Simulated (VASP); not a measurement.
# Pd (Fd-3m) in VASP: further runs

Pd is run at these levels: LDA; tasks: single point.

Program: VASP 6.6.1. These are calculated values, not measurements. Logs are shortened: lines on timing, memory, paths and dates and some standing lists are left out, and cuts for length are marked.

## (1) The cell of the first run

Symmetry: Fd-3m, No. 227, cubic system. Conventional cell: a = 5.528 Å, b = 5.528 Å, c = 5.528 Å, α = 90.00°, β = 90.00°, γ = 90.00°. Within 3.2 Å of Pd (site symmetry -43m) lie 4 Pd at 2.39 Å.

This isn't the form of Pd at room conditions, which is fcc.

## (2) Single point, LDA

INCAR

```
PREC     = Accurate       # precision mode
ENCUT    = 500            # plane-wave cutoff, eV
EDIFF    = 1E-6           # SCF threshold, eV
ISMEAR   = -1             # smearing method
SIGMA    = 0.05           # smearing width, eV
LREAL    = False          # projectors in reciprocal space
LASPH    = True           # aspherical terms in the spheres
NELM     = 120            # most SCF steps
ALGO     = Normal         # electronic algorithm
ISIF     = 2              # what is computed and relaxed
LWAVE    = False          # write WAVECAR
LCHARG   = True           # write CHGCAR
GGA      = CA             # functional
LELF     = True           # ELF
LVHAR    = True         
NBANDS   = 17             # bands
GGA_COMPAT= False
```

KPOINTS

```
regular mesh
0
Gamma
  8 8 8
```

POSCAR

```
Pd
1.0
    0.0000000000      2.7639675541      2.7639675541
    2.7639675541      0.0000000000      2.7639675541
    2.7639675541      2.7639675541      0.0000000000
Pd
2
Direct
    1.0000000000      1.0000000000      1.0000000000
    0.2500000000      0.2500000000      0.2500000000
```

Potentials or basis: VASP PAW LDA potentials, release 64 (Pd).

Started as:

```sh
$ cat potpaw_LDA.64/Pd/POTCAR > POTCAR
$ mpirun -np 1 vasp_std > vasp.out
```

OUTCAR:

```text
PREC = Accurate
   ENCUT = 500
   EDIFF = 1E-6
   ISMEAR = -1
   LREAL = False
   LASPH = True
   NELM = 120
   ISIF = 2
   GGA = CA

 ion  position               nearest neighbor table
   1  0.000  0.000  0.000-   2 2.39   2 2.39   2 2.39   2 2.39
   2  0.250  0.250  0.250-   1 2.39   1 2.39   1 2.39   1 2.39

  LATTYP: Found a face centered cubic cell.
 ALAT       =     5.5279351082

  Lattice vectors:

 A1 = (   0.0000000000,   2.7639675541,   2.7639675541)
 A2 = (   2.7639675541,   0.0000000000,   2.7639675541)
 A3 = (   2.7639675541,   2.7639675541,   0.0000000000)

Analysis of symmetry for initial positions (statically):
=====================================================================
 Subroutine PRICEL returns:
 Original cell was already a primitive cell.

 Routine SETGRP: Setting up the symmetry group for a
 face centered cubic supercell.

 Subroutine GETGRP returns: Found 48 space group operations
 (whereof 24 operations were pure point group operations)
 out of a pool of 48 trial point group operations.

The static configuration has the point symmetry T_d .
 The point group associated with its full space group is O_h .

Analysis of symmetry for dynamics (positions and initial velocities):
=====================================================================
 Subroutine PRICEL returns:
 Original cell was already a primitive cell.

 Routine SETGRP: Setting up the symmetry group for a
 face centered cubic supercell.

 Subroutine GETGRP returns: Found 48 space group operations
 (whereof 24 operations were pure point group operations)
 out of a pool of 48 trial point group operations.

The dynamic configuration has the point symmetry T_d .
 The point group associated with its full space group is O_h .

 Subroutine INISYM returns: Found 48 space group operations
 (whereof 24 operations are pure point group operations),
 and found     1 'primitive' translations

----------------------------------------------------------------------------------------

                                     Primitive cell

  volume of cell :      42.2308

  direct lattice vectors                    reciprocal lattice vectors
     0.000000000  2.763967554  2.763967554    -0.180899374  0.180899374  0.180899374
     2.763967554  0.000000000  2.763967554     0.180899374 -0.180899374  0.180899374
     2.763967554  2.763967554  0.000000000     0.180899374  0.180899374 -0.180899374

  length of vectors
     3.908840401  3.908840401  3.908840401     0.313326907  0.313326907  0.313326907

  position of ions in fractional coordinates (direct lattice)
     0.000000000  0.000000000  0.000000000
     0.250000000  0.250000000  0.250000000

  ion indices of the primitive-cell ions
   primitive index   ion index
                 1           1
                 2           2

----------------------------------------------------------------------------------------

 KPOINTS: regular mesh

Automatic generation of k-mesh.
 Grid dimensions read from file:
 generate k-points for:    8    8    8

 Generating k-lattice:

  Cartesian coordinates                     Fractional coordinates (reciprocal lattice)
    -0.022612422  0.022612422  0.022612422     0.125000000  0.000000000  0.000000000
     0.022612422 -0.022612422  0.022612422     0.000000000  0.125000000  0.000000000
     0.022612422  0.022612422 -0.022612422     0.000000000  0.000000000  0.125000000

  Length of vectors
     0.039165863  0.039165863  0.039165863

  Shift w.r.t. Gamma in fractional coordinates (k-lattice)
     0.000000000  0.000000000  0.000000000

 Subroutine IBZKPT returns following result:
 ===========================================

 Found     29 irreducible k-points:

 Following reciprocal coordinates:
            Coordinates               Weight
  0.000000  0.000000  0.000000      1.000000
  0.125000  0.000000  0.000000      8.000000
  0.250000  0.000000  0.000000      8.000000
  0.375000  0.000000  0.000000      8.000000
  0.500000  0.000000  0.000000      4.000000
  0.125000  0.125000  0.000000      6.000000
[... 16 lines left out ...]
  0.500000  0.250000  0.125000     48.000000
 -0.375000  0.250000  0.125000     24.000000
 [... further k-points ...]
   k-points           NKPTS =     29   k-points in BZ     NKDIM =     29   number of bands    NBANDS=     17
   number of dos      NEDOS =    301   number of ions     NIONS =      2
   total plane-waves  NPLWV =  27000
   dimension x,y,z NGX =    30 NGY =   30 NGZ =   30
   dimension x,y,z NGXF=    60 NGYF=   60 NGZF=   60
   ions per type =               2
   NGX,Y,Z   is equivalent  to a cutoff of  12.76, 12.76, 12.76 a.u.
   NGXF,Y,Z  is equivalent  to a cutoff of  25.52, 25.52, 25.52 a.u.
 SYSTEM =  unknown system
   PREC   = accura    normal or accurate (medium, high low for compatibility)
   ISTART =      0    job   : 0-new  1-cont  2-samecut
   ICHARG =      2    charge: 1-file 2-atom 10-const
   ISPIN  =      1    spin polarized calculation?
   LNONCOLLINEAR =      F non collinear calculations
   LSORBIT =      F    spin-orbit coupling
   LASPH  =      T    aspherical Exc in radial PAW
   ENCUT  =  500.0 eV  36.75 Ry    6.06 a.u.   7.13  7.13  7.13*2*pi/ulx,y,z
   NELM   =    120;   NELMIN=  2; NELMDL= -5     # of ELM steps
   EDIFF  = 0.1E-05   stopping-criterion for ELM
   LREAL  =      F    real-space projection
   EDIFFG = 0.1E-04   stopping-criterion for IOM
   NSW    =      0    number of steps for IOM
   IBRION =     -1    ionic relax: 0-MD 1-quasi-New 2-CG
   NFREE  =      0    steps in history (QN), initial steepest desc. (CG)
   ISIF   =      2    stress and relaxation
   ISYM   =      2    0-nonsym 1-usesym 2-fastsym
   POTIM  = 0.5000    time-step for ionic-motion
   TEBEG  =    0.0;   TEEND  =   0.0 temperature during run
   PSTRESS=    0.0 pullay stress
   NELECT =      20.0000    total number of electrons
   NUPDOWN=      -1.0000    fix difference up-down
   EMIN   =  10.00;   EMAX   =-10.00  energy-range for DOS
   EFERMI =   0.00;   METHOD = LEGACY
   ISMEAR =    -1;   SIGMA  =   0.05  broadening in eV -4-tet -1-fermi 0-gaus
   EFERMI_NEDOS =   21; number of points for ismear=-14 and -15
   IALGO  =     38    algorithm
   IMIX   =      4    mixing-type and parameters
     AMIX     =   0.40;   BMIX     =  1.00
     AMIX_MAG =   1.60;   BMIX_MAG =  1.00
  volume/ion in A,a.u.               =      21.12       142.49
  Fermi-wavevector in a.u.,A,eV,Ry     =   1.276072  2.411427 22.155184  1.628360
  Thomas-Fermi vector in A             =   2.408749
   LORBIT       =      0    0 simple, 1 ext, 2 COOP (PROOUT), +10 PAW based schemes
   GGA     = CA    functional components
   LHFCALC =     F    Hartree Fock is set to
   AEXX    =    0.0000 exact exchange contribution
   IVDW    =     0    specifies the selected vdW correction
   LEPSILON=     F    determine dielectric tensor
   LRPA    =     F    only Hartree local field effects (RPA)
 non-spin polarized calculation
  energy-cutoff  :      500.00
  volume of cell :       42.23
 maximum number of plane-waves:      1090
 NGX is ok and might be reduce to    30
   NGX = 15   NGY = 15   NGZ = 15

 number of electron      20.0000006 magnetization

 Free energy of the ion-electron system (eV)
  ---------------------------------------------------
  ext. energy  EPLUGINS =         0.00000000
  ---------------------------------------------------
  free energy    TOTEN  =       -10.18026119 eV

  energy without entropy =      -10.12635008  energy(sigma->0) =      -10.15330564

 E-fermi :   5.2591     XC(G=0): -11.1014

 val. band max:        5.2589597801   @ k =   0.3750   0.1250   0.0000
 cond. band min:       5.2660589825   @ k =  -0.2500   0.1250   0.0000
 fundamental gap:      0.0070992024
 Fermi energy:         5.2591145958

 k-point     1 :       0.0000    0.0000    0.0000
  band No.  band energies     occupation
      1      -0.0902      2.00000
      2       1.1535      2.00000
      3       1.1535      2.00000
      4       1.3726      2.00000
      5       1.3726      2.00000
      6       1.3726      2.00000
[... 9 lines left out ...]
     16      18.3131      0.00000
     17      18.3454      0.00000

 k-point     2 :       0.1250    0.0000    0.0000
  band No.  band energies     occupation
      1       0.1594      2.00000
      2       1.0216      2.00000
      3       1.0216      2.00000
      4       1.3791      2.00000
      5       1.5718      2.00000
      6       1.5718      2.00000
[... 9 lines left out ...]
     16      18.9648      0.00000
     17      19.5714      0.00000

 k-point     3 :       0.2500    0.0000    0.0000
  band No.  band energies     occupation
      1       0.7591      2.00000
      2       0.9657      2.00000
      3       0.9657      2.00000
      4       1.4643      2.00000
      5       1.7279      2.00000
      6       1.7279      2.00000
[... 9 lines left out ...]
     16      19.1959      0.00000
     17      19.1959      0.00000

 k-point     4 :       0.3750    0.0000    0.0000
  band No.  band energies     occupation
      1       1.0684      2.00000
      2       1.0684      2.00000
      3       1.1601      2.00000
      4       1.6238      2.00000
      5       1.6238      2.00000
      6       1.6702      2.00000
[... 9 lines left out ...]
     16      18.7935      0.00000
     17      18.7935      0.00000
[... 343 lines left out ...]
      1       0.6589      2.00000
      2       1.0021      2.00000
      3       1.3990      2.00000
      4       1.5608      2.00000
      5       1.6257      2.00000
      6       2.2690      2.00000
[... 9 lines left out ...]
     16      17.7635      0.00000
     17      20.0976      0.00000

 k-point    23 :       0.5000    0.2500    0.1250
  band No.  band energies     occupation
      1       0.6980      2.00000
      2       0.8676      2.00000
      3       1.5064      2.00000
      4       1.6896      2.00000
      5       1.9325      2.00000
      6       2.2955      2.00000
[... 9 lines left out ...]
     16      19.0970      0.00000
     17      20.1805      0.00000

 k-point    24 :      -0.3750    0.2500    0.1250
  band No.  band energies     occupation
      1       0.6940      2.00000
      2       0.8575      2.00000
      3       1.4642      2.00000
      4       1.8375      2.00000
      5       1.9801      2.00000
      6       2.1768      2.00000
[... 9 lines left out ...]
     16      19.3190      0.00000
     17      21.7648      0.00000

 [... further k-points ...]
[... 5 lines left out ...]
  --------------------------------------------------------------------------------------
  -------------------------------------------------------------------------------------
  Total        1.2276404      1.2276404      1.2276404      0.0000000      0.0000000     -0.0000000
  in kB       46.5750085     46.5750085     46.5750085      0.0000000      0.0000000     -0.0000000
  external PRESSURE =      46.5750085 kB  Pullay stress =       0.0000000 kB

 VOLUME and BASIS-vectors are now :
 -----------------------------------------------------------------------------
  energy-cutoff  :      500.00
  volume of cell :       42.23
      direct lattice vectors                 reciprocal lattice vectors
     0.000000000  2.763967554  2.763967554    -0.180899374  0.180899374  0.180899374
     2.763967554  0.000000000  2.763967554     0.180899374 -0.180899374  0.180899374
     2.763967554  2.763967554  0.000000000     0.180899374  0.180899374 -0.180899374

 POSITION                                       TOTAL-FORCE (eV/Angst)
 -----------------------------------------------------------------------------------
      0.00000      0.00000      0.00000        -0.000000      0.000000      0.000000
      1.38198      1.38198      1.38198         0.000000     -0.000000     -0.000000
 -----------------------------------------------------------------------------------
    total drift:                                0.000000     -0.000000      0.000000

  FREE ENERGIE OF THE ION-ELECTRON SYSTEM (eV)
  ---------------------------------------------------
  free  energy   TOTEN  =       -10.1802611919 eV

  energy  without entropy=      -10.1263500803  energy(sigma->0) =      -10.15330564
```

Wall time 26 s (1 thread of AMD EPYC 7R43 (Zen 3), shared host); peak memory 0.12 GiB.

Results:

* Free energy: -10.1803 eV
* Pressure: 4.7 GPa
* Band gap on the k mesh: zero (bands 10 and 11 overlap by 0.51 eV)

Levels at points of the mesh, in eV from the Fermi level:
| k point | band 7 | band 8 | band 9 | band 10 | band 11 | band 12 | band 13 | band 14 |
| --- | --- | --- | --- | --- | --- | --- | --- | --- |
| (0.00, 0.00, 0.00) | -1.64 | -1.64 | -1.64 | -0.14 | -0.14 | 12.66 | 12.66 | 12.66 |
| (0.50, 0.00, 0.00) | -1.22 | -1.22 | -0.45 | -0.39 | -0.39 | 1.44 | 9.17 | 9.17 |
| (0.50, 0.50, 0.00) | -2.23 | -2.23 | -0.17 | -0.17 | 2.05 | 2.05 | 4.89 | 4.89 |

Caveat: the cell stands under pressure.

[end of part 1 of 2]
